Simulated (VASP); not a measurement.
A run of VASP 6.6.1:

File INCAR:

```
ALGO = Normal
EDIFF = 1E-8
ENCUT = 520
GGA = PS
IBRION = 8
ISIF = 2
ISMEAR = -1
LASPH = True
LCHARG = False
LREAL = False
LWAVE = False
NELM = 60
NSW = 1
PREC = Accurate
SIGMA = 0.05
```

The input KPOINTS:

```
k-points
0
Gamma
  10 10 2
```

The input POSCAR:

```
WS2
1.0
    3.1835163552      0.0000000000      0.0000000000
   -1.5917581776      2.7570060369      0.0000000000
    0.0000000000      0.0000000000     16.9505778900
W S
1 2
Direct
    0.0000000000      0.0000000000      0.0000000000
    0.3333333333      0.6666666667      0.0920005100
    0.3333333333      0.6666666667      0.9079994900
```

Potentials or basis: VASP PAW PBE potentials, release 64 (W_sv, S).

Run with:

```sh
$ cat potpaw_PBE.64/W_sv/POTCAR potpaw_PBE.64/S/POTCAR > POTCAR
$ mpirun -np 1 vasp_std > vasp.out
```

Hardware: 1 thread of Intel(R) Xeon(R) 6975P-C (Granite Rapids), with other jobs on the host.

How long does it take, and how much memory?

It took 9.7 min on 1 thread of Intel(R) Xeon(R) 6975P-C (Granite Rapids), with other jobs on the host, peak memory 0.71 GiB. Counts: scf iterations 87, k points 28.
